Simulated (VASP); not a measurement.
## Al: single point with PBE

Crystal: Al.

```xyz
1
Lattice="0.0000 2.0200 2.0200 2.0200 0.0000 2.0200 2.0200 2.0200 0.0000" Properties=species:S:1:pos:R:3 pbc="T T T"
Al    0.0000    0.0000    0.0000
```

| Item | Value |
| --- | --- |
| Program | VASP 6.6.1 |
| Task | single point |
| Functional | PBE |
| Potentials or basis | VASP PAW PBE potentials, release 64 (Al) |
| Cutoff | 520 eV |
| k mesh | 13 × 13 × 13 |
| Occupations | fermi-dirac, width 0.6 eV |
| Spin | no spin polarisation |

The pressure is 1.7 GPa.

Levels at points of the mesh, in eV from the Fermi level:
| k point | band 1 | band 2 | band 3 | band 4 | band 5 | band 6 |
| --- | --- | --- | --- | --- | --- | --- |
| (0.00, 0.00, 0.00) | -11.11 | 12.66 | 12.66 | 12.66 | 14.16 | 14.16 |

Wall time 7 s on 1 thread of Intel(R) Xeon(R) Platinum 8375C CPU @ 2.90GHz (Ice Lake) (shared host), peak memory 0.13 GiB.
